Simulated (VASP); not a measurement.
A run of VASP 6.6.1:

File INCAR:

```
PREC = Accurate
ENCUT = 600
EDIFF = 1E-6
ISMEAR = -1
SIGMA = 0.02
LREAL = False
LASPH = True
NELM = 100
ALGO = Normal
ISIF = 3
LWAVE = False
LCHARG = False
IBRION = 2
NSW = 60
EDIFFG = -0.02
```

Contents of KPOINTS:

```
Automatic mesh
0
Gamma
  8 8 8
```

The input POSCAR:

```
NbH2
1.0
    0.0000000000      2.2815000000      2.2815000000
    2.2815000000      0.0000000000      2.2815000000
    2.2815000000      2.2815000000      0.0000000000
Nb H
1 2
Direct
    0.0000000000      0.0000000000      0.0000000000
    0.2500000000      0.2500000000      0.2500000000
    0.7500000000      0.7500000000      0.7500000000
```

Potentials or basis: VASP PAW LDA potentials, release 64 (Nb_sv, H).

Command:

```sh
$ cat potpaw_LDA.64/Nb_sv/POTCAR potpaw_LDA.64/H/POTCAR > POTCAR
$ mpirun -np 1 vasp_std > vasp.out
```

Hardware: 1 thread of AMD EPYC 7R13 Processor (Zen 3), on a shared host.

Estimate the wall time of this run.

Run time: 20 s on 1 thread of AMD EPYC 7R13 Processor (Zen 3), with other jobs on the host, peak memory 0.12 GiB. Counts: scf iterations 28, k points 29, ion steps 3.
